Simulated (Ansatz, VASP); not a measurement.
# Two plane-wave programs on AlC5

INCAR

```
PREC = Accurate ; ENCUT = 600
EDIFF = 1E-6 ; ISMEAR = 0
SIGMA = 0.1 ; LREAL = F
LASPH = T ; NELM = 60
ALGO = Normal ; ISIF = 3
LWAVE = F ; LCHARG = F
GGA = PE ; IBRION = 2
NSW = 100 ; EDIFFG = -0.01
```

KPOINTS

```
regular mesh
0
Gamma
  12 12 10
```

File POSCAR:

```
AlC5
1.0
    3.8283544318      0.0000000000      0.0000000000
   -1.9141772159      3.3154521927      0.0000000000
    0.0000000000      0.0000000000      3.7573730523
Al C
1 5
Direct
    0.0000000000      0.0000000000      0.5000000000
    0.0000000000      0.6152609806      0.0000000000
    0.6152609806      0.0000000000      0.0000000000
    0.3847390194      0.3847390194      0.0000000000
    0.6666666667      0.3333333333      0.5000000000
    0.3333333333      0.6666666667      0.5000000000
```

Input for Ansatz:

```yaml
crystal:
  lattice:
    - [3.8283544318, 0.0, 0.0]
    - [-1.9141772159, 3.3154521927, 0.0]
    - [0.0, 0.0, 3.7573730523]
  atoms:
    - { symbol: Al, position: [0.0, 0.0, 0.5] }
    - { symbol: C, position: [0.0, 0.6152609806, 0.0] }
    - { symbol: C, position: [0.6152609806, 0.0, 0.0] }
    - { symbol: C, position: [0.3847390194, 0.3847390194, 0.0] }
    - { symbol: C, position: [0.6666666667, 0.3333333333, 0.5] }
    - { symbol: C, position: [0.3333333333, 0.6666666667, 0.5] }
basis:
  ecutwfc: 420
kpoints:
  mp_grid: { grid: [12, 12, 10] }
hamiltonian:
  xc: pbe
scf:
  occupations: { method: gaussian, width: 0.1 }
output:
  forces: true
  stress: true
  eigenvalues: true
  write_density: true
  write_potential: true
  elf: true
  volumetric_format: npy
relax:
  adjacent_minimum: "off"
  f_tol: 0.01
  max_steps: 80
  cell: { stress_tol: 0.05 }
```

Change from the starting cell: species swapped into the YMg5 type (P-62m, No. 189).

Alike in both runs: task relaxation of cell and atoms; functional PBE; k mesh 12 × 12 × 10; occupations gaussian, width 0.1 eV; no spin polarisation.

|  | VASP | Ansatz |
| --- | --- | --- |
| version | VASP 6.6.1 | Ansatz 0.2.0 |
| potentials or method | VASP PAW PBE potentials, release 64 (Al, C), cutoff 600 eV | scalar-relativistic, plane waves, PAW |
| valence electrons in the cell | 23 | 23 |

```tsv
	VASP	Ansatz	Ansatz less VASP
gap on the k mesh at the Fermi level, each at its own relaxed structure (eV)	none	none	-
relaxed volume (Å³/atom)	9.52	12.95	+3.431
relaxed cell length with the largest relative difference (Å)	5.762	7.936	+2.1730
```

A gap of «none» marks a metal or a gap that the smearing closes. One of these differences is far larger than is usual between the two programs; its cause wasn't traced.

Noted on VASP's run: the volume moved by over 15 % at a fixed basis, so the end points are rough.
